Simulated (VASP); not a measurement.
# MgTe (P6_3mc) in VASP: a series of runs, part 2 of 2

VASP 6.6.1. The steps go on from the part before.

### 3 Relaxation of the atoms, r2SCAN

This run uses another cell than the first one, of 33.16 Å³/atom.

POSCAR

```
MgTe
1.0
    4.5481965800      0.0000000000      0.0000000000
   -2.2740982900      3.9388537800      0.0000000000
    0.0000000000      0.0000000000      7.4048145600
Mg Te
2 2
Direct
    0.3333333300      0.6666666700      0.0043523900
    0.6666666700      0.3333333300      0.5043523900
    0.3333333300      0.6666666700      0.3806476100
    0.6666666700      0.3333333300      0.8806476100
```

INCAR.step1

```
SYSTEM = MgTe
ALGO = Normal
EDIFF = 1E-5
EDIFFG = -0.01
ENCUT = 580
GGA = PE
GGA_COMPAT = .FALSE.
IBRION = 2
ISMEAR = -1
LASPH = .TRUE.
LCHARG = .FALSE.
LREAL = .FALSE.
LWAVE = .TRUE.
NELM = 120
NELMIN = 4
NSW = 100
PREC = Accurate
SIGMA = 0.02
```

INCAR.step2

```
SYSTEM = MgTe
ALGO = Normal
EDIFF = 1E-7
EDIFFG = -0.01
ENCUT = 580
GGA_COMPAT = .FALSE.
IBRION = 2
ISIF = 2
ISMEAR = -1
ISTART = 1
LASPH = .TRUE.
LCHARG = .FALSE.
LMIXTAU = .TRUE.
LREAL = .FALSE.
LWAVE = .FALSE.
METAGGA = R2SCAN
NELM = 120
NELMIN = 4
NSW = 50
PREC = Accurate
SIGMA = 0.02
```

KPOINTS

```
k-points
0
G
  6 6 4
  0 0 0
```

Potentials or basis: VASP PAW PBE potentials, release 64 (Mg, Te).

Launch:

```
$ cat potpaw_PBE.64/Mg/POTCAR potpaw_PBE.64/Te/POTCAR > POTCAR
$ cp INCAR.step1 INCAR
$ mpirun -np 1 vasp_std > vasp.out
$ cp INCAR.step2 INCAR
$ mpirun -np 1 vasp_std > vasp.out
```

OUTCAR:

```text
SYSTEM = MgTe
   EDIFF = 1E-7
   EDIFFG = -0.01
   ENCUT = 580
   IBRION = 2
   ISIF = 2
   ISMEAR = -1
   ISTART = 1
   LASPH = .TRUE.
   LREAL = .FALSE.
   METAGGA = R2SCAN
   NELM = 120
   NELMIN = 4
   NSW = 50
   PREC = Accurate

 ion  position               nearest neighbor table
   1  0.333  0.667  0.004-   4 2.78   4 2.78   4 2.78   3 2.79
   2  0.667  0.333  0.504-   3 2.78   3 2.78   3 2.78   4 2.79
   3  0.333  0.667  0.381-   2 2.78   2 2.78   2 2.78   1 2.79
   4  0.667  0.333  0.881-   1 2.78   1 2.78   1 2.78   2 2.79

  LATTYP: Found a hexagonal cell.
 ALAT       =     4.5481965800
 C/A-ratio  =     1.6280770696

  Lattice vectors:

 A1 = (   4.5481965800,   0.0000000000,   0.0000000000)
 A2 = (  -2.2740982900,   3.9388537800,   0.0000000000)
 A3 = (   0.0000000000,   0.0000000000,   7.4048145600)

Analysis of symmetry for initial positions (statically):
=====================================================================
 Subroutine PRICEL returns:
 Original cell was already a primitive cell.

 Routine SETGRP: Setting up the symmetry group for a
 hexagonal supercell.

 Subroutine GETGRP returns: Found 12 space group operations
 (whereof  6 operations were pure point group operations)
 out of a pool of 24 trial point group operations.

The static configuration has the point symmetry C_3v.
 The point group associated with its full space group is C_6v.

Analysis of symmetry for dynamics (positions and initial velocities):
=====================================================================
 Subroutine PRICEL returns:
 Original cell was already a primitive cell.

 Routine SETGRP: Setting up the symmetry group for a
 hexagonal supercell.

 Subroutine GETGRP returns: Found 12 space group operations
 (whereof  6 operations were pure point group operations)
 out of a pool of 24 trial point group operations.

The dynamic configuration has the point symmetry C_3v.
 The point group associated with its full space group is C_6v.

 Subroutine INISYM returns: Found 12 space group operations
 (whereof  6 operations are pure point group operations),
 and found     1 'primitive' translations

----------------------------------------------------------------------------------------

                                     Primitive cell

  volume of cell :     132.6549

  direct lattice vectors                    reciprocal lattice vectors
     4.548196580  0.000000000  0.000000000     0.219867366  0.126940483  0.000000000
    -2.274098290  3.938853780  0.000000000     0.000000000  0.253880965  0.000000000
     0.000000000  0.000000000  7.404814560     0.000000000  0.000000000  0.135047271

  length of vectors
     4.548196580  4.548196580  7.404814560     0.253880965  0.253880965  0.135047271

  position of ions in fractional coordinates (direct lattice)
     0.333333330  0.666666670  0.004352390
     0.666666670  0.333333330  0.504352390
     0.333333330  0.666666670  0.380647610
     0.666666670  0.333333330  0.880647610

  ion indices of the primitive-cell ions
   primitive index   ion index
                 1           1
                 2           2
                 3           3
                 4           4
[... 51 lines left out ...]
   number of dos      NEDOS =    301   number of ions     NIONS =      4
   total plane-waves  NPLWV =  77760
   dimension x,y,z NGX =    36 NGY =   36 NGZ =   60
   dimension x,y,z NGXF=    72 NGYF=   72 NGZF=  120
   ions per type =               2   2
   NGX,Y,Z   is equivalent  to a cutoff of  13.16, 13.16, 13.47 a.u.
   NGXF,Y,Z  is equivalent  to a cutoff of  26.32, 26.32, 26.94 a.u.
 SYSTEM =  MgTe
   PREC   = accura    normal or accurate (medium, high low for compatibility)
   ISTART =      1    job   : 0-new  1-cont  2-samecut
   ICHARG =      0    charge: 1-file 2-atom 10-const
   ISPIN  =      1    spin polarized calculation?
   LNONCOLLINEAR =      F non collinear calculations
   LSORBIT =      F    spin-orbit coupling
   LASPH  =      T    aspherical Exc in radial PAW
   ENCUT  =  580.0 eV  42.63 Ry    6.53 a.u.   8.93  8.93 14.54*2*pi/ulx,y,z
   NELM   =    120;   NELMIN=  4; NELMDL=  0     # of ELM steps
   EDIFF  = 0.1E-06   stopping-criterion for ELM
   LREAL  =      F    real-space projection
   EDIFFG = -.1E-01   stopping-criterion for IOM
   NSW    =     50    number of steps for IOM
   IBRION =      2    ionic relax: 0-MD 1-quasi-New 2-CG
   NFREE  =      1    steps in history (QN), initial steepest desc. (CG)
   ISIF   =      2    stress and relaxation
   ISYM   =      2    0-nonsym 1-usesym 2-fastsym
   POTIM  = 0.5000    time-step for ionic-motion
   TEBEG  =    0.0;   TEEND  =   0.0 temperature during run
   PSTRESS=    0.0 pullay stress
   NELECT =      16.0000    total number of electrons
   NUPDOWN=      -1.0000    fix difference up-down
   EMIN   =  10.00;   EMAX   =-10.00  energy-range for DOS
   EFERMI =   0.00;   METHOD = LEGACY
   ISMEAR =    -1;   SIGMA  =   0.02  broadening in eV -4-tet -1-fermi 0-gaus
   EFERMI_NEDOS =   21; number of points for ismear=-14 and -15
   IALGO  =     38    algorithm
   IMIX   =      4    mixing-type and parameters
     AMIX     =   0.40;   BMIX     =  1.00
     AMIX_MAG =   1.60;   BMIX_MAG =  1.00
  volume/ion in A,a.u.               =      33.16       223.80
  Fermi-wavevector in a.u.,A,eV,Ry     =   0.808861  1.528525  8.901688  0.654256
  Thomas-Fermi vector in A             =   1.917745
   LORBIT       =      0    0 simple, 1 ext, 2 COOP (PROOUT), +10 PAW based schemes
   METAGGA = R2SCAN    functional components
   LHFCALC =     F    Hartree Fock is set to
   AEXX    =    0.0000 exact exchange contribution
   IVDW    =     0    specifies the selected vdW correction
   LEPSILON=     F    determine dielectric tensor
   LRPA    =     F    only Hartree local field effects (RPA)
 conjugate gradient relaxation of ions
 non-spin polarized calculation
  energy-cutoff  :      580.00
  volume of cell :      132.65
 maximum number of plane-waves:      4233
 NGX is ok and might be reduce to    36
   NGX = 17   NGY = 17   NGZ = 29

 number of electron      16.0000002 magnetization

 Free energy of the ion-electron system (eV)
  ---------------------------------------------------
  ext. energy  EPLUGINS =         0.00000000
  ---------------------------------------------------
  free energy    TOTEN  =       -63.35719680 eV

  energy without entropy =      -63.35719680  energy(sigma->0) =      -63.35719680

 E-fermi :   2.1760     XC(G=0):  -8.2500

 val. band max:        1.7748659524   @ k =   0.0000   0.0000   0.0000
 cond. band min:       5.0149869141   @ k =   0.0000   0.0000   0.0000
 fundamental gap:      3.2401209617
 Fermi energy:         2.1759990223

 k-point     1 :       0.0000    0.0000    0.0000
  band No.  band energies     occupation
      1      -8.8160      2.00000
      2      -8.1547      2.00000
      3      -1.5584      2.00000
      4       1.2699      2.00000
      5       1.2699      2.00000
      6       1.7692      2.00000
      7       1.7692      2.00000
      8       1.7749      2.00000
      9       5.0150      0.00000
     10       5.3922      0.00000
     11       7.5883      0.00000
     12       7.5883      0.00000
[... 286 lines left out ...]
 k-point    21 :       0.3333    0.3333    0.5000
  band No.  band energies     occupation
      1      -7.9948      2.00000
      2      -7.9948      2.00000
      3      -1.2155      2.00000
      4      -1.2155      2.00000
      5      -0.2346      2.00000
      6      -0.2346      2.00000
      7       1.1304      2.00000
      8       1.1304      2.00000
      9       6.2370      0.00000
     10       6.2370      0.00000
     11       7.3259      0.00000
     12       7.3259      0.00000

------------------------ aborting loop because EDIFF is reached ----------------------------------------

  FORCE on cell =-STRESS in cart. coord.  units (eV):
  Direction    XX          YY          ZZ          XY          YZ          ZX
  --------------------------------------------------------------------------------------
  -------------------------------------------------------------------------------------
  Total        0.5446760      0.5446760      0.5633367      0.0000000      0.0000000      0.0000000
  in kB        6.5784797      6.5784797      6.8038598      0.0000000      0.0000000      0.0000000
  external PRESSURE =       6.6536064 kB  Pullay stress =       0.0000000 kB

 VOLUME and BASIS-vectors are now :
 -----------------------------------------------------------------------------
  energy-cutoff  :      580.00
  volume of cell :      132.65
      direct lattice vectors                 reciprocal lattice vectors
     4.548196580  0.000000000  0.000000000     0.219867366  0.126940483  0.000000000
    -2.274098290  3.938853780  0.000000000     0.000000000  0.253880965  0.000000000
     0.000000000  0.000000000  7.404814560     0.000000000  0.000000000  0.135047271

 POSITION                                       TOTAL-FORCE (eV/Angst)
 -----------------------------------------------------------------------------------
     -0.00000      2.62590      0.03223         0.000000      0.000000      0.000266
      2.27410      1.31295      3.73464         0.000000      0.000000      0.000266
     -0.00000      2.62590      2.81862         0.000000      0.000000     -0.000266
      2.27410      1.31295      6.52103        -0.000000      0.000000     -0.000266
 -----------------------------------------------------------------------------------
    total drift:                               -0.000006      0.000004     -0.005645

  FREE ENERGIE OF THE ION-ELECTRON SYSTEM (eV)
  ---------------------------------------------------
  free  energy   TOTEN  =       -63.3571967987 eV

  energy  without entropy=      -63.3571967986  energy(sigma->0) =      -63.35719680

 reached required accuracy - stopping structural energy minimisation
```

It took 3.5 min on 1 thread of Oxide Virtual Turin-like, shared host; peak memory 0.28 GiB.

What came out:

* Free energy: -63.3572 eV
* Pressure after relaxing: 0.7 GPa
* Band gap on the k mesh: 3.24 eV

Final structure:
```yaml
crystal:
  lattice:
    - [4.54820, 0.00000, 0.00000]
    - [-2.27410, 3.93885, 0.00000]
    - [0.00000, 0.00000, 7.40481]
  atoms:
    - { symbol: Mg, position: [0.33333, 0.66667, 0.00435] }
    - { symbol: Mg, position: [0.66667, 0.33333, 0.50435] }
    - { symbol: Te, position: [0.33333, 0.66667, 0.38065] }
    - { symbol: Te, position: [0.66667, 0.33333, 0.88065] }
```

Caveat: the PAW data sets were made with another functional, which shifts forces and pressure a little; spin-orbit coupling is left out, which moves the levels of the heavy elements. r2SCAN opens gaps a little over a GGA but as a rule still falls short of measured ones.

### 4 Relaxation of the atoms, r2SCAN

This run uses another cell than the first one, of 34.52 Å³/atom.

POSCAR

```
MgTe
1.0
    4.6092534900      0.0000000000      0.0000000000
   -2.3046267400      3.9917306100      0.0000000000
    0.0000000000      0.0000000000      7.5042199000
Mg Te
2 2
Direct
    0.3333333300      0.6666666700      0.0043523900
    0.6666666700      0.3333333300      0.5043523900
    0.3333333300      0.6666666700      0.3806476100
    0.6666666700      0.3333333300      0.8806476100
```

INCAR.step1

```
ALGO = Normal ; EDIFF = 1E-5
EDIFFG = -0.01 ; ENCUT = 580
GGA = PE ; GGA_COMPAT = False
IBRION = 2 ; ISMEAR = -1
LASPH = True ; LCHARG = False
LREAL = False ; LWAVE = True
NELM = 120 ; NELMIN = 4
NSW = 100 ; PREC = Accurate
SIGMA = 0.02
```

INCAR.step2

```
ALGO = Normal ; EDIFF = 1E-7
EDIFFG = -0.01 ; ENCUT = 580
GGA_COMPAT = False ; IBRION = 2
ISIF = 2 ; ISMEAR = -1
ISTART = 1 ; LASPH = True
LCHARG = False ; LMIXTAU = True
LREAL = False ; LWAVE = False
METAGGA = R2SCAN ; NELM = 120
NELMIN = 4 ; NSW = 50
PREC = Accurate ; SIGMA = 0.02
```

KPOINTS

```
k-points
0
Gamma
  6 6 4
```

Launch:

```
$ cat potpaw_PBE.64/Mg/POTCAR potpaw_PBE.64/Te/POTCAR > POTCAR
$ cp INCAR.step1 INCAR
$ mpirun -np 1 vasp_std > vasp.out
$ cp INCAR.step2 INCAR
$ mpirun -np 1 vasp_std > vasp.out
```

It took 3.5 min on 1 thread of Oxide Virtual Turin-like, shared host; peak memory 0.28 GiB.

It converged, with:

```yaml
Free_energy: -63.3536 eV
Pressure_after_relaxing: -0.8 GPa
Band_gap_on_the_k_mesh: 3.04 eV
```

Final structure:
```yaml
crystal:
  lattice:
    - [4.60925, 0.00000, 0.00000]
    - [-2.30463, 3.99173, 0.00000]
    - [0.00000, 0.00000, 7.50422]
  atoms:
    - { symbol: Mg, position: [0.33333, 0.66667, 0.00435] }
    - { symbol: Mg, position: [0.66667, 0.33333, 0.50435] }
    - { symbol: Te, position: [0.33333, 0.66667, 0.38065] }
    - { symbol: Te, position: [0.66667, 0.33333, 0.88065] }
```

Levels at points of the mesh, in eV from the valence-band top:
```tsv
k point	band 6	band 7	band 8	band 9	band 10	band 11
(0.00, 0.00, 0.00)	-0.01	-0.01	0.00	3.04	3.52	5.77
(0.50, 0.00, 0.00)	-1.20	-0.96	-0.44	3.63	4.38	4.67
(0.00, 0.00, 0.50)	-0.25	-0.25	-0.25	4.00	4.00	6.02
(0.50, 0.00, 0.50)	-0.87	-0.86	-0.86	3.69	3.69	4.75
```

Caveat: the PAW data sets were made with another functional, which shifts forces and pressure a little; spin-orbit coupling is left out, which moves the levels of the heavy elements. r2SCAN opens gaps a little over a GGA but as a rule still falls short of measured ones.

### 5 Overview

| task | level | cell | cutoff (eV) | grid for exact exchange (PRECFOCK) | share of exact exchange | screening parameter | gap on the mesh (eV) | pressure (GPa) |
| --- | --- | --- | --- | --- | --- | --- | --- | --- |
| single point | HSE06 | a = 4.579, b = 4.579, c = 7.455 Å, angles 90.0, 90.0, 120.0°, 4 atoms | 520 | Normal | 0.25 | 0.2079 1/Å | 3.20 | -0.3 |
| relaxation of the atoms | r2SCAN | atoms relaxed from a = 4.548, b = 4.548, c = 7.405 Å, angles 90.0, 90.0, 120.0°, 4 atoms | 580 | - | - | - | 3.24 | 0.7 |
| relaxation of the atoms | r2SCAN | atoms relaxed from a = 4.609, b = 4.609, c = 7.504 Å, angles 90.0, 90.0, 120.0°, 4 atoms | 580 | - | - | - | 3.04 | -0.8 |

Alike in all rows: potentials or basis VASP PAW PBE potentials, release 64 (Mg, Te); no spin polarisation; k mesh 6 × 6 × 4; smearing fermi-dirac 0.02 eV.

Caveats: the PAW data sets were made with another functional, which shifts forces and pressure a little; spin-orbit coupling is left out, which moves the levels of the heavy elements.

Total energies depend on the potentials used, so only differences within one code and one set of settings carry meaning.
